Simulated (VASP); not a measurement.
Here is a VASP 6.6.1 calculation.

The input INCAR:

```
SYSTEM = ZnSe
PREC = Accurate ; ENCUT = 520
EDIFF = 1E-8 ; ISMEAR = 0
SIGMA = 0.01 ; LREAL = .False.
LASPH = .True. ; NELM = 80
ALGO = Normal ; ISIF = 2
LWAVE = .False. ; LCHARG = .False.
GGA = PS ; IBRION = 8
NSW = 1
```

File KPOINTS:

```
regular mesh
0
Gamma
  8 8 8
  0 0 0
```

File POSCAR:

```
ZnSe
1.0
    2.7354171504      2.7354171504      0.0000000000
   -2.7354171504      2.7354171504      0.0000000000
    0.0000000000      2.7354171504      2.7354171504
Zn Se
1 1
Direct
    0.0000000000      0.0000000000      0.0000000000
    0.7500000000      0.2500000000      0.5000000000
```

Potentials or basis: VASP PAW PBE potentials, release 64 (Zn, Se).

Run with:

```bash
$ cat potpaw_PBE.64/Zn/POTCAR potpaw_PBE.64/Se/POTCAR > POTCAR
$ mpirun -np 1 vasp_std > vasp.out
```

**Question.** Estimate the highest phonon frequency at Γ, LO-TO splitting left out.

**Answer.** 243 cm⁻¹.

Phonon frequencies in cm⁻¹ (negative: imaginary):
| q point | frequencies |
| --- | --- |
| (0.000, 0.000, 0.000) | 0 0 0 243 243 243 |

Caveat: the cell wasn't relaxed at this level first, which shifts response properties.
